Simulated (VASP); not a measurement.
Ge: single point with r2SCAN

Ge:

```
Ge
1.0
     4.12984    0.00000    0.00000
    -2.06492    3.57655    0.00000
     0.00000    0.00000   11.20897
Ge
4
Direct
  0.66667 0.33333 0.41485
  0.33333 0.66667 0.91485
  0.00000 0.00000 0.47745
  0.00000 0.00000 0.97745
```

```yaml
Program: VASP 6.6.1
Task: single point
Functional: r2SCAN
Potentials_or_basis: VASP PAW PBE potentials, release 64 (Ge_d)
Cutoff: 520 eV
k_mesh: 6 × 6 × 2
Occupations: fermi-dirac, width 0.05 eV
Spin: no spin polarisation
```

```yaml
Pressure: -3.1 GPa
Largest_force: 0.345 eV/Å
Band_gap_on_the_k_mesh: zero (filled and empty bands touch)
```

Forces on the atoms (eV/Å):
```
Ge   0.000  0.000  0.345
Ge   0.000  0.000  0.345
Ge   0.000  0.000 -0.345
Ge   0.000  0.000 -0.345
```

Stress tensor (GPa, compression positive):
```
-4.18  0.00  0.00
 0.00 -4.18  0.00
 0.00  0.00 -0.98
```

Levels at points of the mesh, in eV from the Fermi level:
```
           k point  band 25  band 26  band 27  band 28  band 29  band 30  band 31  band 32
(0.00, 0.00, 0.00)    -0.56    -0.56    -0.55    -0.55     0.35     0.55     1.86     3.83
(0.50, 0.00, 0.00)    -2.05    -2.03    -1.27    -1.10     0.65     0.86     1.76     1.84
(0.00, 0.00, 0.50)    -0.55    -0.55    -0.55    -0.55     0.41     0.41     2.77     2.77
(0.50, 0.00, 0.50)    -2.04    -2.04    -1.18    -1.18     0.72     0.72     1.81     1.81
```

Run time: 3.4 min on 1 thread of Intel(R) Xeon(R) 6975P-C (Granite Rapids) (shared host), peak memory 0.33 GiB.

Caveat: the PAW data sets were made with another functional, which shifts forces and pressure a little.
